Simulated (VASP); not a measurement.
# ZnO (zincite) (P6_3mc) in VASP: a series of runs

The runs below take ZnO (zincite) through single point, with LDA, PBE.

Program: VASP 6.6.1. These are calculated values, not measurements. Logs are shortened: lines on timing, memory, paths and dates and some standing lists are left out, and cuts for length are marked.

## Step 1: The cell of the first run

It takes space group P6_3mc (No. 186, hexagonal). Conventional cell: a = 3.249 Å, b = 3.249 Å, c = 5.206 Å, α = 90.00°, β = 90.00°, γ = 120.00°. Within 2.6 Å of Zn (site symmetry 3m) lie 4 O at 1.97 to 1.98 Å. Within 2.6 Å of O (site symmetry 3m) lie 4 Zn at 1.97 to 1.98 Å.

## Step 2: Single point, LDA

INCAR

```
SYSTEM = ZnO
PREC = Accurate ; ENCUT = 520
EDIFF = 1E-6 ; ISMEAR = -1
SIGMA = 0.05 ; LREAL = .FALSE.
LASPH = .TRUE. ; NELM = 80
ALGO = Normal ; ISIF = 2
LWAVE = .FALSE. ; LCHARG = .TRUE.
LELF = .TRUE. ; LVHAR = .TRUE.
NBANDS = 26
```

KPOINTS

```
regular mesh
0
G
  5 5 3
  0 0 0
```

POSCAR

```
ZnO
1.0
    3.2493080000      0.0000000000      0.0000000000
   -1.6246540000      2.8139832727      0.0000000000
    0.0000000000      0.0000000000      5.2057090000
Zn O
2 2
Direct
    0.6666666667      0.3333333333      0.0000000000
    0.3333333333      0.6666666667      0.5000000000
    0.3333333333      0.6666666667      0.8790100000
    0.6666666667      0.3333333333      0.3790100000
```

Potentials or basis: VASP PAW LDA potentials, release 64 (Zn, O).

Started as:

```
$ cat potpaw_LDA.64/Zn/POTCAR potpaw_LDA.64/O/POTCAR > POTCAR
$ mpirun -np 1 vasp_std > vasp.out
```

OUTCAR:

```text
SYSTEM = ZnO
   PREC = Accurate
   ENCUT = 520
   EDIFF = 1E-6
   ISMEAR = -1
   LREAL = .FALSE.
   LASPH = .TRUE.
   NELM = 80
   ISIF = 2

 ion  position               nearest neighbor table
   1  0.667  0.333  0.000-   4 1.97   3 1.98   3 1.98   3 1.98
   2  0.333  0.667  0.500-   3 1.97   4 1.98   4 1.98   4 1.98
   3  0.333  0.667  0.879-   2 1.97   1 1.98   1 1.98   1 1.98
   4  0.667  0.333  0.379-   1 1.97   2 1.98   2 1.98   2 1.98

  LATTYP: Found a hexagonal cell.
 ALAT       =     3.2493080000
 C/A-ratio  =     1.6020977390

  Lattice vectors:

 A1 = (   3.2493080000,   0.0000000000,   0.0000000000)
 A2 = (  -1.6246540000,   2.8139832727,   0.0000000000)
 A3 = (   0.0000000000,   0.0000000000,   5.2057090000)

Analysis of symmetry for initial positions (statically):
=====================================================================
 Subroutine PRICEL returns:
 Original cell was already a primitive cell.

 Routine SETGRP: Setting up the symmetry group for a
 hexagonal supercell.

 Subroutine GETGRP returns: Found 12 space group operations
 (whereof  6 operations were pure point group operations)
 out of a pool of 24 trial point group operations.

The static configuration has the point symmetry C_3v.
 The point group associated with its full space group is C_6v.

Analysis of symmetry for dynamics (positions and initial velocities):
=====================================================================
 Subroutine PRICEL returns:
 Original cell was already a primitive cell.

 Routine SETGRP: Setting up the symmetry group for a
 hexagonal supercell.

 Subroutine GETGRP returns: Found 12 space group operations
 (whereof  6 operations were pure point group operations)
 out of a pool of 24 trial point group operations.

The dynamic configuration has the point symmetry C_3v.
 The point group associated with its full space group is C_6v.

 Subroutine INISYM returns: Found 12 space group operations
 (whereof  6 operations are pure point group operations),
 and found     1 'primitive' translations

----------------------------------------------------------------------------------------

                                     Primitive cell

  volume of cell :      47.5984

  direct lattice vectors                    reciprocal lattice vectors
     3.249308000  0.000000000  0.000000000     0.307757836  0.177684070  0.000000000
    -1.624654000  2.813983273  0.000000000     0.000000000  0.355368139  0.000000000
     0.000000000  0.000000000  5.205709000     0.000000000  0.000000000  0.192096792

  length of vectors
     3.249308000  3.249308000  5.205709000     0.355368139  0.355368139  0.192096792

  position of ions in fractional coordinates (direct lattice)
     0.666666667  0.333333333  0.000000000
     0.333333333  0.666666667  0.500000000
     0.333333333  0.666666667  0.879010000
     0.666666667  0.333333333  0.379010000

  ion indices of the primitive-cell ions
   primitive index   ion index
                 1           1
                 2           2
                 3           3
                 4           4

----------------------------------------------------------------------------------------

 KPOINTS: regular mesh

Automatic generation of k-mesh.
 Grid dimensions read from file:
 generate k-points for:    5    5    3

 Generating k-lattice:

  Cartesian coordinates                     Fractional coordinates (reciprocal lattice)
     0.061551567  0.035536814  0.000000000     0.200000000  0.000000000  0.000000000
     0.000000000  0.071073628  0.000000000     0.000000000  0.200000000  0.000000000
     0.000000000  0.000000000  0.064032264     0.000000000  0.000000000  0.333333333

  Length of vectors
     0.071073628  0.071073628  0.064032264

  Shift w.r.t. Gamma in fractional coordinates (k-lattice)
     0.000000000  0.000000000  0.000000000

 Subroutine IBZKPT returns following result:
 ===========================================

 Found     10 irreducible k-points:

 Following reciprocal coordinates:
            Coordinates               Weight
  0.000000  0.000000  0.000000      1.000000
  0.200000 -0.000000  0.000000      6.000000
  0.400000 -0.000000  0.000000      6.000000
  0.200000  0.200000  0.000000      6.000000
  0.400000  0.200000  0.000000      6.000000
  0.000000  0.000000  0.333333      2.000000
  0.200000 -0.000000  0.333333     12.000000
  0.400000 -0.000000  0.333333     12.000000
  0.200000  0.200000  0.333333     12.000000
  0.400000  0.200000  0.333333     12.000000
   k-points           NKPTS =     10   k-points in BZ     NKDIM =     10   number of bands    NBANDS=     26
   number of dos      NEDOS =    301   number of ions     NIONS =      4
   total plane-waves  NPLWV =  23040
   dimension x,y,z NGX =    24 NGY =   24 NGZ =   40
   dimension x,y,z NGXF=    48 NGYF=   48 NGZF=   80
   ions per type =               2   2
   NGX,Y,Z   is equivalent  to a cutoff of  12.28, 12.28, 12.77 a.u.
   NGXF,Y,Z  is equivalent  to a cutoff of  24.56, 24.56, 25.55 a.u.
 SYSTEM =  ZnO
   PREC   = accura    normal or accurate (medium, high low for compatibility)
   ISTART =      0    job   : 0-new  1-cont  2-samecut
   ICHARG =      2    charge: 1-file 2-atom 10-const
   ISPIN  =      1    spin polarized calculation?
   LNONCOLLINEAR =      F non collinear calculations
   LSORBIT =      F    spin-orbit coupling
   LASPH  =      T    aspherical Exc in radial PAW
   ENCUT  =  520.0 eV  38.22 Ry    6.18 a.u.   6.04  6.04  9.68*2*pi/ulx,y,z
   NELM   =     80;   NELMIN=  2; NELMDL= -5     # of ELM steps
   EDIFF  = 0.1E-05   stopping-criterion for ELM
   LREAL  =      F    real-space projection
   EDIFFG = 0.1E-04   stopping-criterion for IOM
   NSW    =      0    number of steps for IOM
   IBRION =     -1    ionic relax: 0-MD 1-quasi-New 2-CG
   NFREE  =      0    steps in history (QN), initial steepest desc. (CG)
   ISIF   =      2    stress and relaxation
   ISYM   =      2    0-nonsym 1-usesym 2-fastsym
   POTIM  = 0.5000    time-step for ionic-motion
   TEBEG  =    0.0;   TEEND  =   0.0 temperature during run
   PSTRESS=    0.0 pullay stress
   NELECT =      36.0000    total number of electrons
   NUPDOWN=      -1.0000    fix difference up-down
   EMIN   =  10.00;   EMAX   =-10.00  energy-range for DOS
   EFERMI =   0.00;   METHOD = LEGACY
   ISMEAR =    -1;   SIGMA  =   0.05  broadening in eV -4-tet -1-fermi 0-gaus
   EFERMI_NEDOS =   21; number of points for ismear=-14 and -15
   IALGO  =     38    algorithm
   IMIX   =      4    mixing-type and parameters
     AMIX     =   0.40;   BMIX     =  1.00
     AMIX_MAG =   1.60;   BMIX_MAG =  1.00
  volume/ion in A,a.u.               =      11.90        80.30
  Fermi-wavevector in a.u.,A,eV,Ry     =   1.491574  2.818667 30.270160  2.224794
  Thomas-Fermi vector in A             =   2.604212
   LORBIT       =      0    0 simple, 1 ext, 2 COOP (PROOUT), +10 PAW based schemes
   GGA     = CA    functional components
   LHFCALC =     F    Hartree Fock is set to
   AEXX    =    0.0000 exact exchange contribution
   IVDW    =     0    specifies the selected vdW correction
   LEPSILON=     F    determine dielectric tensor
   LRPA    =     F    only Hartree local field effects (RPA)
 non-spin polarized calculation
  energy-cutoff  :      520.00
  volume of cell :       47.60
 maximum number of plane-waves:      1289
   NGX = 13   NGY = 13   NGZ = 19

 number of electron      36.0000017 magnetization

 Free energy of the ion-electron system (eV)
  ---------------------------------------------------
  ext. energy  EPLUGINS =         0.00000000
  ---------------------------------------------------
  free energy    TOTEN  =       -21.11374940 eV

  energy without entropy =      -21.11372773  energy(sigma->0) =      -21.11373857

 E-fermi :   1.2719     XC(G=0): -11.4624

 val. band max:        0.8812888642   @ k =   0.0000   0.0000   0.0000
 cond. band min:       1.6198418235   @ k =   0.0000   0.0000   0.0000
 fundamental gap:      0.7385529593
 Fermi energy:         1.2718931212

 k-point     1 :       0.0000    0.0000    0.0000
  band No.  band energies     occupation
      1     -16.9185      2.00000
      2     -16.1410      2.00000
      3      -4.8865      2.00000
      4      -4.8865      2.00000
      5      -4.8491      2.00000
      6      -4.8183      2.00000
[... 18 lines left out ...]
     25      14.8004      0.00000
     26      14.8004      0.00000

 k-point     2 :       0.2000   -0.0000    0.0000
  band No.  band energies     occupation
      1     -16.7025      2.00000
      2     -16.0526      2.00000
      3      -5.0867      2.00000
      4      -4.7856      2.00000
      5      -4.7778      2.00000
      6      -4.6831      2.00000
[... 18 lines left out ...]
     25      14.4663      0.00000
     26      14.9660      0.00000

 k-point     3 :       0.4000   -0.0000    0.0000
  band No.  band energies     occupation
      1     -16.2861      2.00000
      2     -15.9518      2.00000
      3      -5.1801      2.00000
      4      -4.8755      2.00000
      5      -4.6517      2.00000
      6      -4.3697      2.00000
[... 18 lines left out ...]
     25      13.9704      0.00000
     26      14.8198      0.00000

 k-point     4 :       0.2000    0.2000    0.0000
  band No.  band energies     occupation
      1     -16.3805      2.00000
      2     -15.9608      2.00000
      3      -5.0404      2.00000
      4      -4.9073      2.00000
      5      -4.6239      2.00000
      6      -4.5416      2.00000
[... 18 lines left out ...]
     25      12.7245      0.00000
     26      15.6760      0.00000
[... 90 lines left out ...]
      1     -16.1965      2.00000
      2     -16.0288      2.00000
      3      -5.3008      2.00000
      4      -5.1877      2.00000
      5      -4.5535      2.00000
      6      -4.4373      2.00000
[... 18 lines left out ...]
     25      14.1418      0.00000
     26      14.5691      0.00000

 k-point     9 :       0.2000    0.2000    0.3333
  band No.  band energies     occupation
      1     -16.2716      2.00000
      2     -16.0612      2.00000
      3      -5.1862      2.00000
      4      -5.1055      2.00000
      5      -4.6363      2.00000
      6      -4.6199      2.00000
[... 18 lines left out ...]
     25      13.3489      0.00000
     26      15.3805      0.00000

 k-point    10 :       0.4000    0.2000    0.3333
  band No.  band energies     occupation
      1     -16.0677      2.00000
      2     -15.9923      2.00000
      3      -5.0734      2.00000
      4      -4.9737      2.00000
      5      -4.6669      2.00000
      6      -4.4390      2.00000
[... 18 lines left out ...]
     25      14.5176      0.00000
     26      15.2128      0.00000

------------------------ aborting loop because EDIFF is reached ----------------------------------------

  FORCE on cell =-STRESS in cart. coord.  units (eV):
  Direction    XX          YY          ZZ          XY          YZ          ZX
  --------------------------------------------------------------------------------------
  -------------------------------------------------------------------------------------
  Total       -1.9736699     -1.9736699     -1.4617465      0.0000000      0.0000000      0.0000000
  in kB      -66.4343691    -66.4343691    -49.2028621      0.0000000      0.0000000      0.0000000
  external PRESSURE =     -60.6905335 kB  Pullay stress =       0.0000000 kB

 VOLUME and BASIS-vectors are now :
 -----------------------------------------------------------------------------
  energy-cutoff  :      520.00
  volume of cell :       47.60
      direct lattice vectors                 reciprocal lattice vectors
     3.249308000  0.000000000  0.000000000     0.307757836  0.177684070  0.000000000
    -1.624654000  2.813983273  0.000000000     0.000000000  0.355368139  0.000000000
     0.000000000  0.000000000  5.205709000     0.000000000  0.000000000  0.192096792

 POSITION                                       TOTAL-FORCE (eV/Angst)
 -----------------------------------------------------------------------------------
      1.62465      0.93799      0.00000         0.000000     -0.000000     -0.055528
     -0.00000      1.87599      2.60285         0.000000      0.000000     -0.055528
     -0.00000      1.87599      4.57587         0.000000      0.000000      0.055528
      1.62465      0.93799      1.97302        -0.000000     -0.000000      0.055528
 -----------------------------------------------------------------------------------
    total drift:                               -0.000000     -0.000001     -0.000191

  FREE ENERGIE OF THE ION-ELECTRON SYSTEM (eV)
  ---------------------------------------------------
  free  energy   TOTEN  =       -21.1137494039 eV

  energy  without entropy=      -21.1137277324  energy(sigma->0) =      -21.11373857
```

It took 9.9 s on 1 thread of Intel Xeon 6975P-C, shared host; peak memory 0.14 GiB.

What came out:

```
Free energy            : -21.1137 eV
Pressure               : -6.1 GPa
Largest force          : 0.056 eV/Å
Band gap on the k mesh : 0.74 eV, direct
```

Forces on the atoms (eV/Å):
```
Zn   0.000  0.000 -0.056
Zn   0.000  0.000 -0.056
O    0.000  0.000  0.056
O    0.000  0.000  0.056
```

Caveat: the k points lie up to 0.45 Å⁻¹ apart. A hybrid or GW would open this gap; LDA tends to underestimate it.

[end of part 1 of 2]
